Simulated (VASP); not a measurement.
A run of VASP 6.6.1:

Contents of INCAR:

```
SYSTEM = Si2W
ALGO = Normal
EDIFF = 1E-6
ENCUT = 500
GGA = PE
GGA_COMPAT = .False.
ISIF = 2
ISMEAR = -1
LASPH = .True.
LCHARG = .False.
LREAL = .False.
LWAVE = .False.
NBANDS = 18
NELM = 120
PREC = Accurate
SIGMA = 0.08
```

Contents of KPOINTS:

```
k-points
0
Gamma
  9 9 9
  0 0 0
```

File POSCAR:

```
Si2W
1.0
    0.0000000000      2.6433392465      2.6433392465
    2.6433392465      0.0000000000      2.6433392465
    2.6433392465      2.6433392465      0.0000000000
W Si
1 2
Direct
    0.0000000000      0.0000000000      0.0000000000
    0.2500000000      0.2500000000      0.2500000000
    0.7500000000      0.7500000000      0.7500000000
```

Potentials or basis: VASP PAW PBE potentials, release 64 (W_sv, Si).

Command:

```bash
$ cat potpaw_PBE.64/W_sv/POTCAR potpaw_PBE.64/Si/POTCAR > POTCAR
$ mpirun -np 1 vasp_std > vasp.out
```

Hardware: 1 thread of AMD EPYC 7R13 Processor (Zen 3), with other jobs on the host.

How long does it take, and how much memory?

It took 17 s on 1 thread of AMD EPYC 7R13 Processor (Zen 3), with other jobs on the host, peak memory 0.14 GiB. Counts: scf iterations 12, k points 35.
